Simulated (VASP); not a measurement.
# V (I4_1/amd) in VASP: a series of runs

V is run at these levels: PBE; tasks: relaxation of cell and atoms.

Program: VASP 6.6.1. These are calculated values, not measurements. Logs are shortened: lines on timing, memory, paths and dates and some standing lists are left out, and cuts for length are marked.

**1. The cell of the first run**

It takes space group I4_1/amd (No. 141, tetragonal). The conventional cell has a = 4.224 Å, b = 4.224 Å, c = 2.399 Å, α = 90.00°, β = 90.00°, γ = 90.00°. Within 2.9 Å of V (site symmetry -4m2) lie 10 V at 2.20 to 2.77 Å.

**2. Relaxation of cell and atoms, PBE, target pressure 69 GPa, at which the enthalpy is minimised**

INCAR

```
ALGO = Normal
EDIFF = 1E-7
EDIFFG = -0.005
ENCUT = 600
GGA = PE
IBRION = 2
ISIF = 3
ISMEAR = -1
LASPH = True
LCHARG = False
LREAL = False
LWAVE = False
NELM = 80
NSW = 32
PREC = Accurate
PSTRESS = 690.0
SIGMA = 0.1
```

KPOINTS

```
k-points
0
Gamma
  18 18 18
```

POSCAR

```
V
1.0
   -2.1119111971      2.1119111971      1.1997238068
    2.1119111971     -2.1119111971      1.1997238068
    2.1119111971      2.1119111971     -1.1997238068
V
2
Direct
   -0.3750000000     -0.1250000000     -0.2500000000
    0.3750000000      0.1250000000      0.2500000000
```

Potentials or basis: VASP PAW PBE potentials, release 64 (V_sv).

On the command line:

```
> cat potpaw_PBE.64/V_sv/POTCAR > POTCAR
> mpirun -np 1 vasp_std > vasp.out
```

OUTCAR:

```text
EDIFF = 1E-7
   EDIFFG = -0.005
   ENCUT = 600
   GGA = PE
   IBRION = 2
   ISIF = 3
   ISMEAR = -1
   LASPH = True
   LREAL = False
   NELM = 80
   NSW = 32
   PREC = Accurate
   PSTRESS = 690.0

 ion  position               nearest neighbor table
   1  0.625  0.875  0.750-   2 2.20   2 2.20   2 2.20   2 2.20   2 2.77   2 2.77   2 2.77   2 2.77

   2  0.375  0.125  0.250-   1 2.20   1 2.20   1 2.20   1 2.20   1 2.77   1 2.77   1 2.77   1 2.77

  LATTYP: Found a body centered tetragonal cell.
 ALAT       =     4.2238223942
 C/A-ratio  =     0.5680749306

  Lattice vectors:

 A1 = (  -2.1119111971,   2.1119111971,   1.1997238068)
 A2 = (   2.1119111971,  -2.1119111971,   1.1997238068)
 A3 = (   2.1119111971,   2.1119111971,  -1.1997238068)

Analysis of symmetry for initial positions (statically):
=====================================================================
 Subroutine PRICEL returns:
 Original cell was already a primitive cell.

 Routine SETGRP: Setting up the symmetry group for a
 body centered tetragonal supercell.

 Subroutine GETGRP returns: Found 16 space group operations
 (whereof  4 operations were pure point group operations)
 out of a pool of 16 trial point group operations.

The static configuration has the point symmetry C_2h.
 The point group associated with its full space group is D_4h.

Analysis of symmetry for dynamics (positions and initial velocities):
=====================================================================
 Subroutine PRICEL returns:
 Original cell was already a primitive cell.

 Routine SETGRP: Setting up the symmetry group for a
 body centered tetragonal supercell.

 Subroutine GETGRP returns: Found 16 space group operations
 (whereof  4 operations were pure point group operations)
 out of a pool of 16 trial point group operations.

The dynamic configuration has the point symmetry C_2h.
 The point group associated with its full space group is D_4h.

 Subroutine INISYM returns: Found 16 space group operations
 (whereof  4 operations are pure point group operations),
 and found     1 'primitive' translations

----------------------------------------------------------------------------------------

                                     Primitive cell

  volume of cell :      21.4039

  direct lattice vectors                    reciprocal lattice vectors
    -2.111911197  2.111911197  1.199723807     0.000000000  0.236752379  0.416762589
     2.111911197 -2.111911197  1.199723807     0.236752379  0.000000000  0.416762589
     2.111911197  2.111911197 -1.199723807     0.236752379  0.236752379  0.000000000

  length of vectors
     3.218644905  3.218644905  3.218644905     0.479314870  0.479314870  0.334818425

  position of ions in fractional coordinates (direct lattice)
     0.625000000  0.875000000  0.750000000
     0.375000000  0.125000000  0.250000000

  ion indices of the primitive-cell ions
   primitive index   ion index
                 1           1
                 2           2

----------------------------------------------------------------------------------------

 KPOINTS: k-points

Automatic generation of k-mesh.
 Grid dimensions read from file:
 generate k-points for:   18   18   18

 Generating k-lattice:

  Cartesian coordinates                     Fractional coordinates (reciprocal lattice)
     0.000000000  0.013152910  0.023153477     0.055555556  0.000000000 -0.000000000
     0.013152910  0.000000000  0.023153477     0.000000000  0.055555556 -0.000000000
     0.013152910  0.013152910  0.000000000     0.000000000  0.000000000  0.055555556

  Length of vectors
     0.026628604  0.026628604  0.018601024

  Shift w.r.t. Gamma in fractional coordinates (k-lattice)
     0.000000000  0.000000000  0.000000000

 Subroutine IBZKPT returns following result:
 ===========================================

 Found    480 irreducible k-points:

 Following reciprocal coordinates:
            Coordinates               Weight
  0.000000  0.000000  0.000000      1.000000
  0.055556  0.000000 -0.000000      8.000000
  0.111111  0.000000 -0.000000      8.000000
  0.166667  0.000000  0.000000      8.000000
  0.222222  0.000000  0.000000      8.000000
  0.277778 -0.000000  0.000000      8.000000
[... 16 lines left out ...]
 -0.277778  0.055556 -0.000000     16.000000
 -0.222222  0.055556  0.000000     16.000000
 [... further k-points ...]
   k-points           NKPTS =    480   k-points in BZ     NKDIM =    480   number of bands    NBANDS=     17
   number of dos      NEDOS =    301   number of ions     NIONS =      2
   total plane-waves  NPLWV =  21952
   dimension x,y,z NGX =    28 NGY =   28 NGZ =   28
   dimension x,y,z NGXF=    56 NGYF=   56 NGZF=   56
   ions per type =               2
   NGX,Y,Z   is equivalent  to a cutoff of  14.46, 14.46, 14.46 a.u.
   NGXF,Y,Z  is equivalent  to a cutoff of  28.92, 28.92, 28.92 a.u.
 SYSTEM =  unknown system
   PREC   = accura    normal or accurate (medium, high low for compatibility)
   ISTART =      0    job   : 0-new  1-cont  2-samecut
   ICHARG =      2    charge: 1-file 2-atom 10-const
   ISPIN  =      1    spin polarized calculation?
   LNONCOLLINEAR =      F non collinear calculations
   LSORBIT =      F    spin-orbit coupling
   LASPH  =      T    aspherical Exc in radial PAW
   ENCUT  =  600.0 eV  44.10 Ry    6.64 a.u.   6.43  6.43  6.43*2*pi/ulx,y,z
   NELM   =     80;   NELMIN=  2; NELMDL= -5     # of ELM steps
   EDIFF  = 0.1E-06   stopping-criterion for ELM
   LREAL  =      F    real-space projection
   EDIFFG = -.5E-02   stopping-criterion for IOM
   NSW    =     32    number of steps for IOM
   IBRION =      2    ionic relax: 0-MD 1-quasi-New 2-CG
   NFREE  =      1    steps in history (QN), initial steepest desc. (CG)
   ISIF   =      3    stress and relaxation
   ISYM   =      2    0-nonsym 1-usesym 2-fastsym
   POTIM  = 0.5000    time-step for ionic-motion
   TEBEG  =    0.0;   TEEND  =   0.0 temperature during run
   PSTRESS=  690.0 pullay stress
   NELECT =      26.0000    total number of electrons
   NUPDOWN=      -1.0000    fix difference up-down
   EMIN   =  10.00;   EMAX   =-10.00  energy-range for DOS
   EFERMI =   0.00;   METHOD = LEGACY
   ISMEAR =    -1;   SIGMA  =   0.10  broadening in eV -4-tet -1-fermi 0-gaus
   EFERMI_NEDOS =   21; number of points for ismear=-14 and -15
   IALGO  =     38    algorithm
   IMIX   =      4    mixing-type and parameters
     AMIX     =   0.40;   BMIX     =  1.00
     AMIX_MAG =   1.60;   BMIX_MAG =  1.00
  volume/ion in A,a.u.               =      10.70        72.22
  Fermi-wavevector in a.u.,A,eV,Ry     =   1.746767  3.300912 41.514049  3.051197
  Thomas-Fermi vector in A             =   2.818198
   LORBIT       =      0    0 simple, 1 ext, 2 COOP (PROOUT), +10 PAW based schemes
   GGA     = PE    functional components
   LHFCALC =     F    Hartree Fock is set to
   AEXX    =    0.0000 exact exchange contribution
   IVDW    =     0    specifies the selected vdW correction
   LEPSILON=     F    determine dielectric tensor
   LRPA    =     F    only Hartree local field effects (RPA)
 conjugate gradient relaxation of ions
 non-spin polarized calculation
  energy-cutoff  :      600.00
  volume of cell :       21.40
 maximum number of plane-waves:       737
 NGX is ok and might be reduce to    28
   NGX = 13   NGY = 13   NGZ = 13

--------------------------------------- Ionic step        1  -------------------------------------------

 number of electron      25.9999994 magnetization

 Free energy of the ion-electron system (eV)
  ---------------------------------------------------
  ext. energy  EPLUGINS =         0.00000000
  ---------------------------------------------------
  free energy    TOTEN  =       -15.89212667 eV

  energy without entropy =      -15.83447344  energy(sigma->0) =      -15.86330006

------------------------ aborting loop because EDIFF is reached ----------------------------------------

  FORCE on cell =-STRESS in cart. coord.  units (eV):
  Direction    XX          YY          ZZ          XY          YZ          ZX
  --------------------------------------------------------------------------------------
  -------------------------------------------------------------------------------------
  Total        9.5042033      9.5042033      9.3570271     -0.0000000      0.0000000      0.0000000
  in kB      711.4325430    711.4325430    700.4157373     -0.0000000      0.0000000      0.0000000
  external PRESSURE =      17.7602744 kB  Pullay stress =     690.0000000 kB

 VOLUME and BASIS-vectors are now :
 -----------------------------------------------------------------------------
  energy-cutoff  :      600.00
  volume of cell :       21.40
      direct lattice vectors                 reciprocal lattice vectors
    -2.111911197  2.111911197  1.199723807     0.000000000  0.236752379  0.416762589
     2.111911197 -2.111911197  1.199723807     0.236752379  0.000000000  0.416762589
     2.111911197  2.111911197 -1.199723807     0.236752379  0.236752379  0.000000000
[... 160 lines left out ...]
  FREE ENERGIE OF THE ION-ELECTRON SYSTEM (eV)
  ---------------------------------------------------
  free  energy   TOTEN  =       -15.9352481115 eV

  energy  without entropy=      -15.8769660582  energy(sigma->0) =      -15.90610708

  enthalpy is  TOTEN    =        -6.6749929309 eV   P V=        9.2602551806

--------------------------------------- Ionic step        6  -------------------------------------------

 number of electron      25.9999995 magnetization

 Free energy of the ion-electron system (eV)
  ---------------------------------------------------
  ext. energy  EPLUGINS =         0.00000000
  ---------------------------------------------------
  free energy    TOTEN  =       -15.93493090 eV

  energy without entropy =      -15.87661851  energy(sigma->0) =      -15.90577470

 E-fermi :  13.3134     XC(G=0): -14.0985

 val. band max:       13.3116710845   @ k =   0.5000   0.5000   0.3889
 cond. band min:      13.3134503025   @ k =  -0.4444   0.4444   0.1111
 fundamental gap:      0.0017792180
 Fermi energy:        13.3133767065

 k-point     1 :       0.0000    0.0000    0.0000
  band No.  band energies     occupation
      1     -50.8910      2.00000
      2     -49.8788      2.00000
      3     -25.2834      2.00000
      4     -25.2834      2.00000
      5     -23.5962      2.00000
      6     -23.5674      2.00000
[... 9 lines left out ...]
     16      15.4899      0.00000
     17      15.4899      0.00000
[... 441 lines left out ...]
 k-point    24 :      -0.2222    0.0556    0.0000
  band No.  band energies     occupation
      1     -50.7538      2.00000
      2     -49.9141      2.00000
      3     -25.2669      2.00000
      4     -25.0284      2.00000
      5     -24.0166      2.00000
      6     -23.8770      2.00000
[... 9 lines left out ...]
     16      15.5369      0.00000
     17      15.8766      0.00000

 [... further k-points ...]

------------------------ aborting loop because EDIFF is reached ----------------------------------------

  FORCE on cell =-STRESS in cart. coord.  units (eV):
  Direction    XX          YY          ZZ          XY          YZ          ZX
  --------------------------------------------------------------------------------------
  -------------------------------------------------------------------------------------
  Total        9.2653523      9.2653523      9.2602457      0.0000000     -0.0000000      0.0000000
  in kB      690.4036569    690.4036569    690.0231466      0.0000000     -0.0000000      0.0000000
  external PRESSURE =       0.2768201 kB  Pullay stress =     690.0000000 kB

 VOLUME and BASIS-vectors are now :
 -----------------------------------------------------------------------------
  energy-cutoff  :      600.00
  volume of cell :       21.50
      direct lattice vectors                 reciprocal lattice vectors
    -2.117850300  2.117850300  1.198447259     0.000000000  0.236088453  0.417206511
     2.117850300 -2.117850300  1.198447259     0.236088453  0.000000000  0.417206511
     2.117850300  2.117850300 -1.198447259     0.236088453  0.236088453  0.000000000

 POSITION                                       TOTAL-FORCE (eV/Angst)
 -----------------------------------------------------------------------------------
      2.11785      1.05893      0.89884         0.000000     -0.000000     -0.000000
     -0.00000      1.05893      0.29961        -0.000000      0.000000      0.000000
 -----------------------------------------------------------------------------------
    total drift:                                0.000000      0.000000     -0.000000

  FREE ENERGIE OF THE ION-ELECTRON SYSTEM (eV)
  ---------------------------------------------------
  free  energy   TOTEN  =       -15.9349308965 eV

  energy  without entropy=      -15.8766185097  energy(sigma->0) =      -15.90577470

  enthalpy is  TOTEN    =        -6.6749957800 eV   P V=        9.2599351165

 reached required accuracy - stopping structural energy minimisation
```

It took 6.2 min on 1 thread of Intel Xeon Platinum 8559C (Emerald Rapids), shared host; peak memory 0.32 GiB.

What came out:

```yaml
Free_energy: -15.9349 eV
Relaxed_volume: 10.75 Å³/atom
Relaxed_cell: a = 3.226 Å, b = 3.226 Å, c = 3.226 Å, α = 97.93°, β = 97.93°, γ = 136.38°
Space_group_after_relaxing_to_0.05_Å: I4_1/amd (No. 141)
Energy_change_on_relaxing_the_enthalpy_is_what_falls: -21.4 meV/atom
Ionic_steps: 6
Pressure_after_relaxing: 69.0 GPa
Band_gap_on_the_k_mesh: zero (band 13 reaches 14.02 eV, above the bottom of band 14 at 12.74 eV)
```

Step by step:
| step | energy change (eV) | largest force (eV/Å) | pressure (GPa) | volume (Å³) |
| --- | --- | --- | --- | --- |
| 1 | 0.0000 | 0.0000 | 70.78 | 21.40 |
| 2 | -0.1558 | 0.0000 | 64.22 | 21.77 |
| 3 | -0.0460 | 0.0000 | 68.86 | 21.51 |
| 4 | -0.0451 | 0.0000 | 68.91 | 21.51 |
| 5 | -0.0431 | 0.0000 | 69.01 | 21.50 |
| 6 | -0.0428 | 0.0000 | 69.03 | 21.50 |

Final structure:
```cif
data_structure
_symmetry_space_group_name_H-M 'P 1'
_symmetry_Int_Tables_number 1
_cell_length_a 3.2260
_cell_length_b 3.2260
_cell_length_c 3.2260
_cell_angle_alpha 97.933
_cell_angle_beta 97.933
_cell_angle_gamma 136.384
_cell_volume 21.50
loop_
_atom_site_label
_atom_site_type_symbol
_atom_site_fract_x
_atom_site_fract_y
_atom_site_fract_z
_atom_site_occupancy
V1 V 0.62500 0.87500 0.75000 1
V2 V 0.37500 0.12500 0.25000 1
```

Caveat: the cell is relaxed towards a set pressure, so the enthalpy falls and the energy may rise.

**3. Relaxation of cell and atoms, PBE, target pressure 69 GPa, at which the enthalpy is minimised**

This run uses another cell than the first one, of 10.76 Å³/atom, 1.006 times its volume.

INCAR

```
  ALGO = Normal
  EDIFF = 1E-6
  EDIFFG = -0.005
  ENCUT = 600
  GGA = PE
  IBRION = 2
  ISIF = 3
  ISMEAR = -1
  LASPH = True
  LCHARG = False
  LREAL = False
  LWAVE = False
  NELM = 80
  NSW = 60
  PREC = Accurate
  PSTRESS = 690.0
  SIGMA = 0.1
```

KPOINTS is that of step 2.

POSCAR

```
V
1.0
   -2.1387060521      2.1387060521      1.1762883286
    2.1387060521     -2.1387060521      1.1762883286
    2.1387060521      2.1387060521     -1.1762883286
V
2
Direct
   -0.3750000000     -0.1250000000     -0.2500000000
    0.3750000000      0.1250000000      0.2500000000
```

Potentials or basis: VASP PAW PBE potentials, release 64 (V_sv).

On the command line:

```
> cat potpaw_PBE.64/V_sv/POTCAR > POTCAR
> mpirun -np 1 vasp_std > vasp.out
```

Run time: 21 min. Hardware: 1 thread of Oxide Virtual Turin-like, shared host; peak memory 0.28 GiB.

Results (log left out):

```
Free energy                                            : -15.9354 eV
Relaxed volume                                         : 10.75 Å³/atom
Relaxed cell                                           : a = 3.226 Å, b = 3.226 Å, c = 3.226 Å, α = 97.94°, β = 97.94°, γ = 136.37°
Space group after relaxing (to 0.05 Å)                 : I4_1/amd (No. 141)
Energy change on relaxing (the enthalpy is what falls) : -1.1 meV/atom
Ionic steps                                            : 8
Pressure after relaxing                                : 69.0 GPa
Band gap on the k mesh                                 : zero (band 13 reaches 14.02 eV, above the bottom of band 14 at 12.74 eV)
```

The path:
```
step  energy change (eV)  largest force (eV/Å)  pressure (GPa)  volume (Å³)
   1              0.0000                0.0000           69.16        21.52
   2             -0.0227                0.0000           68.14        21.55
   3             -0.0231                0.0000           68.15        21.55
   4             -0.0240                0.0000           68.07        21.55
   5             -0.0234                0.0000           68.13        21.55
   6              0.0565                0.0000           71.40        21.37
   7             -0.0034                0.0000           68.94        21.50
   8             -0.0022                0.0000           69.03        21.50
```

Final structure:
```cif
data_structure
_symmetry_space_group_name_H-M 'P 1'
_symmetry_Int_Tables_number 1
_cell_length_a 3.2258
_cell_length_b 3.2258
_cell_length_c 3.2258
_cell_angle_alpha 97.936
_cell_angle_beta 97.936
_cell_angle_gamma 136.374
_cell_volume 21.50
loop_
_atom_site_label
_atom_site_type_symbol
_atom_site_fract_x
_atom_site_fract_y
_atom_site_fract_z
_atom_site_occupancy
V1 V 0.62500 0.87500 0.75000 1
V2 V 0.37500 0.12500 0.25000 1
```

Levels at points of the mesh, in eV from the Fermi level:
```tsv
k point	band 9	band 10	band 11	band 12	band 13	band 14	band 15	band 16	band 17
(0.00, 0.00, 0.00)	-7.29	-5.51	-2.75	-1.97	-1.13	2.09	2.09	2.17	2.17
(0.50, 0.00, 0.00)	-4.39	-4.17	-2.52	-1.32	0.36	0.99	1.26	2.52	4.06
(0.50, 0.50, 0.00)	-4.10	-4.10	-1.97	-1.97	-0.31	-0.31	2.09	2.09	3.39
(0.50, 0.50, 0.50)	-3.34	-3.34	-1.04	-1.04	0.71	0.71	1.82	1.82	2.73
```

Caveat: the cell is relaxed towards a set pressure, so the enthalpy falls and the energy may rise.
